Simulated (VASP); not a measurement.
The system is BN.

```
B N
1.0
     0.00000    1.88568    1.76935
     1.88568    0.00000    1.76935
     1.88568    1.88568    0.00000
B N
1 1
Direct
  0.00000 0.00000 0.00000
  0.25000 0.25000 0.25000
```

This cell differs from its parent crystal: epitaxial xy strain +4.5%.

Base run:

* Program: VASP 6.6.1
* Functional: PBE
* Potentials or basis: VASP PAW PBE potentials, release 64 (B, N)
* Cutoff: 520 eV
* k mesh: 12 × 12 × 12
* Occupations: fermi-dirac, width 0.02 eV
* Spin: no spin polarisation

Its results: band gap on the k mesh 3.39 eV, indirect (least direct gap 7.90 eV); pressure -18.5 GPa.

Question: The run is repeated on the same cell with these changes: functional from PBE to r2SCAN; occupations from fermi-dirac, width 0.02 eV to gaussian, width 0.01 eV. What comes out?

Answer: Band gap on the k mesh 3.87 eV, indirect (least direct gap 8.59 eV); pressure -22.6 GPa.

Caveats: the PAW data sets were made with another functional, which shifts forces and pressure a little (some runs).

A k mesh can miss the band edges.
